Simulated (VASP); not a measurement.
# RbBr (Pm-3m) in VASP: a series of runs

Runs on RbBr. Level: PBE. Tasks: relaxation of cell and atoms, single point.

Program: VASP 6.6.1. These are calculated values, not measurements. Logs are shortened: lines on timing, memory, paths and dates and some standing lists are left out, and cuts for length are marked.

## 1. The cell of the first run

The structure is cubic, space group Pm-3m (No. 221). Conventional cell: a = 4.126 Å, b = 4.126 Å, c = 4.126 Å, α = 90.00°, β = 90.00°, γ = 90.00°. Rb (site symmetry m-3m) has 8 Br at 3.57 Å and 6 Rb at 4.13 Å within 4.7 Å. Within 4.7 Å of Br (site symmetry m-3m) lie 8 Rb at 3.57 Å and 6 Br at 4.13 Å.

## 2. Relaxation of cell and atoms, PBE

INCAR

```
ALGO     = Normal         # electronic algorithm
EDIFF    = 1E-6           # SCF threshold, eV
EDIFFG   = -0.005         # ionic threshold
ENCUT    = 600            # plane-wave cutoff, eV
GGA      = PE             # functional
IBRION   = 2              # ionic algorithm
ISIF     = 3              # what is computed and relaxed
ISMEAR   = -1             # smearing method
LASPH    = True           # aspherical terms in the spheres
LCHARG   = False          # write CHGCAR
LREAL    = False          # projectors in reciprocal space
LWAVE    = False          # write WAVECAR
NELM     = 100            # most SCF steps
NSW      = 80             # ionic steps
PREC     = Accurate       # precision mode
SIGMA    = 0.05           # smearing width, eV
```

KPOINTS

```
k-points
0
Gamma
  5 5 5
```

POSCAR

```
RbBr
1.0
    4.1260773000      0.0000000000      0.0000000000
    0.0000000000      4.1260773000      0.0000000000
    0.0000000000      0.0000000000      4.1260773000
Rb Br
1 1
Direct
    0.0000000000      0.0000000000      0.0000000000
    0.5000000000      0.5000000000      0.5000000000
```

Potentials or basis: VASP PAW PBE potentials, release 64 (Rb_sv, Br).

Launch:

```bash
> cat potpaw_PBE.64/Rb_sv/POTCAR potpaw_PBE.64/Br/POTCAR > POTCAR
> mpirun -np 1 vasp_std > vasp.out
```

OUTCAR:

```text
EDIFF = 1E-6
   EDIFFG = -0.005
   ENCUT = 600
   GGA = PE
   IBRION = 2
   ISIF = 3
   ISMEAR = -1
   LASPH = True
   LREAL = False
   NELM = 100
   NSW = 80
   PREC = Accurate

 ion  position               nearest neighbor table
   1  0.000  0.000  0.000-   2 3.57   2 3.57   2 3.57   2 3.57   2 3.57   2 3.57   2 3.57   2 3.57

   2  0.500  0.500  0.500-   1 3.57   1 3.57   1 3.57   1 3.57   1 3.57   1 3.57   1 3.57   1 3.57

  LATTYP: Found a simple cubic cell.
 ALAT       =     4.1260773000

  Lattice vectors:

 A1 = (   4.1260773000,   0.0000000000,   0.0000000000)
 A2 = (   0.0000000000,   4.1260773000,   0.0000000000)
 A3 = (   0.0000000000,   0.0000000000,   4.1260773000)

Analysis of symmetry for initial positions (statically):
=====================================================================
 Subroutine PRICEL returns:
 Original cell was already a primitive cell.

 Routine SETGRP: Setting up the symmetry group for a
 simple cubic supercell.

 Subroutine GETGRP returns: Found 48 space group operations
 (whereof 48 operations were pure point group operations)
 out of a pool of 48 trial point group operations.

The static configuration has the point symmetry O_h .

Analysis of symmetry for dynamics (positions and initial velocities):
=====================================================================
 Subroutine PRICEL returns:
 Original cell was already a primitive cell.

 Routine SETGRP: Setting up the symmetry group for a
 simple cubic supercell.

 Subroutine GETGRP returns: Found 48 space group operations
 (whereof 48 operations were pure point group operations)
 out of a pool of 48 trial point group operations.

The dynamic configuration has the point symmetry O_h .

 Subroutine INISYM returns: Found 48 space group operations
 (whereof 48 operations are pure point group operations),
 and found     1 'primitive' translations

----------------------------------------------------------------------------------------

                                     Primitive cell

  volume of cell :      70.2445

  direct lattice vectors                    reciprocal lattice vectors
     4.126077300  0.000000000  0.000000000     0.242360947  0.000000000  0.000000000
     0.000000000  4.126077300  0.000000000     0.000000000  0.242360947  0.000000000
     0.000000000  0.000000000  4.126077300     0.000000000  0.000000000  0.242360947

  length of vectors
     4.126077300  4.126077300  4.126077300     0.242360947  0.242360947  0.242360947

  position of ions in fractional coordinates (direct lattice)
     0.000000000  0.000000000  0.000000000
     0.500000000  0.500000000  0.500000000

  ion indices of the primitive-cell ions
   primitive index   ion index
                 1           1
                 2           2

----------------------------------------------------------------------------------------

 KPOINTS: k-points

Automatic generation of k-mesh.
 Grid dimensions read from file:
 generate k-points for:    5    5    5

 Generating k-lattice:

  Cartesian coordinates                     Fractional coordinates (reciprocal lattice)
     0.048472189  0.000000000  0.000000000     0.200000000  0.000000000  0.000000000
     0.000000000  0.048472189  0.000000000     0.000000000  0.200000000  0.000000000
     0.000000000  0.000000000  0.048472189     0.000000000  0.000000000  0.200000000

  Length of vectors
     0.048472189  0.048472189  0.048472189

  Shift w.r.t. Gamma in fractional coordinates (k-lattice)
     0.000000000  0.000000000  0.000000000

 Subroutine IBZKPT returns following result:
 ===========================================

 Found     10 irreducible k-points:

 Following reciprocal coordinates:
            Coordinates               Weight
  0.000000  0.000000  0.000000      1.000000
  0.200000  0.000000  0.000000      6.000000
  0.400000  0.000000  0.000000      6.000000
  0.200000  0.200000  0.000000     12.000000
  0.400000  0.200000  0.000000     24.000000
  0.400000  0.400000  0.000000     12.000000
  0.200000  0.200000  0.200000      8.000000
  0.400000  0.200000  0.200000     24.000000
  0.400000  0.400000  0.200000     24.000000
  0.400000  0.400000  0.400000      8.000000
   k-points           NKPTS =     10   k-points in BZ     NKDIM =     10   number of bands    NBANDS=     12
   number of dos      NEDOS =    301   number of ions     NIONS =      2
   total plane-waves  NPLWV =  46656
   dimension x,y,z NGX =    36 NGY =   36 NGZ =   36
   dimension x,y,z NGXF=    72 NGYF=   72 NGZF=   72
   ions per type =               1   1
   NGX,Y,Z   is equivalent  to a cutoff of  14.50, 14.50, 14.50 a.u.
   NGXF,Y,Z  is equivalent  to a cutoff of  29.01, 29.01, 29.01 a.u.
 SYSTEM =  unknown system
   PREC   = accura    normal or accurate (medium, high low for compatibility)
   ISTART =      0    job   : 0-new  1-cont  2-samecut
   ICHARG =      2    charge: 1-file 2-atom 10-const
   ISPIN  =      1    spin polarized calculation?
   LNONCOLLINEAR =      F non collinear calculations
   LSORBIT =      F    spin-orbit coupling
   LASPH  =      T    aspherical Exc in radial PAW
   ENCUT  =  600.0 eV  44.10 Ry    6.64 a.u.   8.24  8.24  8.24*2*pi/ulx,y,z
   NELM   =    100;   NELMIN=  2; NELMDL= -5     # of ELM steps
   EDIFF  = 0.1E-05   stopping-criterion for ELM
   LREAL  =      F    real-space projection
   EDIFFG = -.5E-02   stopping-criterion for IOM
   NSW    =     80    number of steps for IOM
   IBRION =      2    ionic relax: 0-MD 1-quasi-New 2-CG
   NFREE  =      1    steps in history (QN), initial steepest desc. (CG)
   ISIF   =      3    stress and relaxation
   ISYM   =      2    0-nonsym 1-usesym 2-fastsym
   POTIM  = 0.5000    time-step for ionic-motion
   TEBEG  =    0.0;   TEEND  =   0.0 temperature during run
   PSTRESS=    0.0 pullay stress
   NELECT =      16.0000    total number of electrons
   NUPDOWN=      -1.0000    fix difference up-down
   EMIN   =  10.00;   EMAX   =-10.00  energy-range for DOS
   EFERMI =   0.00;   METHOD = LEGACY
   ISMEAR =    -1;   SIGMA  =   0.05  broadening in eV -4-tet -1-fermi 0-gaus
   EFERMI_NEDOS =   21; number of points for ismear=-14 and -15
   IALGO  =     38    algorithm
   IMIX   =      4    mixing-type and parameters
     AMIX     =   0.40;   BMIX     =  1.00
     AMIX_MAG =   1.60;   BMIX_MAG =  1.00
  volume/ion in A,a.u.               =      35.12       237.02
  Fermi-wavevector in a.u.,A,eV,Ry     =   0.999795  1.889338 13.600238  0.999589
  Thomas-Fermi vector in A             =   2.132108
   LORBIT       =      0    0 simple, 1 ext, 2 COOP (PROOUT), +10 PAW based schemes
   GGA     = PE    functional components
   LHFCALC =     F    Hartree Fock is set to
   AEXX    =    0.0000 exact exchange contribution
   IVDW    =     0    specifies the selected vdW correction
   LEPSILON=     F    determine dielectric tensor
   LRPA    =     F    only Hartree local field effects (RPA)
 conjugate gradient relaxation of ions
 non-spin polarized calculation
  energy-cutoff  :      600.00
  volume of cell :       70.24
 maximum number of plane-waves:      2356
 NGX is ok and might be reduce to    36
   NGX = 17   NGY = 17   NGZ = 17

--------------------------------------- Ionic step        1  -------------------------------------------

 number of electron      16.0000001 magnetization

 Free energy of the ion-electron system (eV)
  ---------------------------------------------------
  ext. energy  EPLUGINS =         0.00000000
  ---------------------------------------------------
  free energy    TOTEN  =        -5.99536156 eV

  energy without entropy =       -5.99536156  energy(sigma->0) =       -5.99536156

------------------------ aborting loop because EDIFF is reached ----------------------------------------

  FORCE on cell =-STRESS in cart. coord.  units (eV):
  Direction    XX          YY          ZZ          XY          YZ          ZX
  --------------------------------------------------------------------------------------
  -------------------------------------------------------------------------------------
  Total        0.3695274      0.3695274      0.3695274      0.0000000     -0.0000000      0.0000000
  in kB        8.4284001      8.4284001      8.4284001      0.0000000     -0.0000000      0.0000000
  external PRESSURE =       8.4284001 kB  Pullay stress =       0.0000000 kB

 VOLUME and BASIS-vectors are now :
 -----------------------------------------------------------------------------
  energy-cutoff  :      600.00
  volume of cell :       70.24
      direct lattice vectors                 reciprocal lattice vectors
     4.126077300  0.000000000  0.000000000     0.242360947  0.000000000  0.000000000
     0.000000000  4.126077300  0.000000000     0.000000000  0.242360947  0.000000000
     0.000000000  0.000000000  4.126077300     0.000000000  0.000000000  0.242360947
[... 73 lines left out ...]
 POSITION                                       TOTAL-FORCE (eV/Angst)
 -----------------------------------------------------------------------------------
      0.00000      0.00000      0.00000        -0.000000      0.000000      0.000000
      2.10188      2.10188      2.10188         0.000000     -0.000000      0.000000
 -----------------------------------------------------------------------------------
    total drift:                                0.000000      0.000000      0.000000

  FREE ENERGIE OF THE ION-ELECTRON SYSTEM (eV)
  ---------------------------------------------------
  free  energy   TOTEN  =        -6.0048661319 eV

  energy  without entropy=       -6.0048661319  energy(sigma->0) =       -6.00486613

--------------------------------------- Ionic step        4  -------------------------------------------

 number of electron      16.0000000 magnetization

 Free energy of the ion-electron system (eV)
  ---------------------------------------------------
  ext. energy  EPLUGINS =         0.00000000
  ---------------------------------------------------
  free energy    TOTEN  =        -6.00489258 eV

  energy without entropy =       -6.00489258  energy(sigma->0) =       -6.00489258

 E-fermi :   0.2329     XC(G=0):  -7.7044

 val. band max:       -0.9479581462   @ k =   0.4000   0.4000   0.0000
 cond. band min:       2.9987014169   @ k =   0.0000   0.0000   0.0000
 fundamental gap:      3.9466595631
 Fermi energy:         0.2329417682

 k-point     1 :       0.0000    0.0000    0.0000
  band No.  band energies     occupation
      1     -26.0970      2.00000
      2     -13.4429      2.00000
      3     -10.0884      2.00000
      4     -10.0884      2.00000
      5     -10.0884      2.00000
      6      -1.0602      2.00000
      7      -1.0602      2.00000
      8      -1.0602      2.00000
      9       2.9987      0.00000
     10       4.7229      0.00000
     11       4.7229      0.00000
     12       8.8694      0.00000

 k-point     2 :       0.2000    0.0000    0.0000
  band No.  band energies     occupation
      1     -26.0915      2.00000
      2     -13.4387      2.00000
      3     -10.1342      2.00000
      4     -10.0752      2.00000
      5     -10.0752      2.00000
      6      -1.6635      2.00000
      7      -1.0775      2.00000
      8      -1.0775      2.00000
      9       3.8489      0.00000
     10       5.0082      0.00000
     11       5.4727      0.00000
     12       8.7050      0.00000
[... 140 lines left out ...]
 POSITION                                       TOTAL-FORCE (eV/Angst)
 -----------------------------------------------------------------------------------
      0.00000      0.00000      0.00000        -0.000000      0.000000      0.000000
      2.09995      2.09995      2.09995         0.000000     -0.000000      0.000000
 -----------------------------------------------------------------------------------
    total drift:                                0.000000      0.000000      0.000000

  FREE ENERGIE OF THE ION-ELECTRON SYSTEM (eV)
  ---------------------------------------------------
  free  energy   TOTEN  =        -6.0048925775 eV

  energy  without entropy=       -6.0048925775  energy(sigma->0) =       -6.00489258

 reached required accuracy - stopping structural energy minimisation
```

Run time: 87 s. Hardware: 1 thread of AMD EPYC 7R13, shared host; peak memory 0.18 GiB.

What came out:

| Property | Result |
| --- | --- |
| Free energy | -6.0049 eV |
| Relaxed volume | 37.04 Å³/atom |
| Relaxed cell | a = 4.200 Å, b = 4.200 Å, c = 4.200 Å, α = 90.00°, β = 90.00°, γ = 90.00° |
| Space group after relaxing (to 0.1 Å) | Pm-3m (No. 221) |
| Energy gained by relaxing | 4.8 meV/atom |
| Ionic steps | 4 |
| Pressure after relaxing | 0.0 GPa |
| Band gap on the k mesh | 3.95 eV (least direct gap 4.06 eV) |

The path:
| step | energy change (eV) | largest force (eV/Å) | pressure (GPa) | volume (Å³) |
| --- | --- | --- | --- | --- |
| 1 | 0.0000 | 0.0000 | 0.84 | 70.24 |
| 2 | -0.0072 | 0.0000 | 0.39 | 72.14 |
| 3 | -0.0095 | 0.0000 | -0.04 | 74.29 |
| 4 | -0.0095 | 0.0000 | 0.00 | 74.08 |

Final structure:
```
CELL_PARAMETERS angstrom
4.19989 0.00000 0.00000
0.00000 4.19989 0.00000
0.00000 0.00000 4.19989
ATOMIC_POSITIONS crystal
Rb 0.00000 0.00000 0.00000
Br 0.50000 0.50000 0.50000
```

Levels at points of the mesh, in eV from the valence-band top:
| k point | band 4 | band 5 | band 6 | band 7 | band 8 | band 9 | band 10 | band 11 | band 12 |
| --- | --- | --- | --- | --- | --- | --- | --- | --- | --- |
| (0.00, 0.00, 0.00) | -9.14 | -9.14 | -0.11 | -0.11 | -0.11 | 3.95 | 5.67 | 5.67 | 9.82 |

Caveat: an odd mesh through Γ misses points on the zone boundary, where band edges can lie.

## 3. Single point, PBE, non-collinear spin, zero start, spin-orbit coupling

INCAR

```
SYSTEM = RbBr
PREC = Accurate ; ENCUT = 520
EDIFF = 1E-6 ; ISMEAR = -1
SIGMA = 0.05 ; LREAL = .False.
LASPH = .True. ; NELM = 150
ALGO = Normal ; ISIF = 2
LWAVE = .False. ; LCHARG = .True.
MAGMOM = 0 0 0 0 0 0 ; LORBIT = 11
LSORBIT = .True. ; GGA_COMPAT = .False.
LORBMOM = .True. ; GGA = PE
LVHAR = .True. ; NBANDS = 28
```

KPOINTS

```
regular mesh
0
Gamma
  5 5 5
  0 0 0
```

POSCAR is that of step 2.

Potentials or basis: VASP PAW PBE potentials, release 64 (Rb_sv, Br).

Launch:

```bash
> cat potpaw_PBE.64/Rb_sv/POTCAR potpaw_PBE.64/Br/POTCAR > POTCAR
> mpirun -np 1 vasp_ncl > vasp.out
```

Run time: 98 s. Hardware: 1 thread of AMD EPYC 7R13, shared host; peak memory 0.28 GiB.

The run converged. Its results:

* Free energy: -6.0477 eV
* Pressure: 0.8 GPa
* Net moment: 0.00 μB per cell
* Valence electrons inside the program's atomic spheres: Rb 7.31; Br 4.89

Moments on the atoms (μB; x, y, z):
```
Rb  0.00 0.00 0.00
Br  0.00 0.00 0.00
```
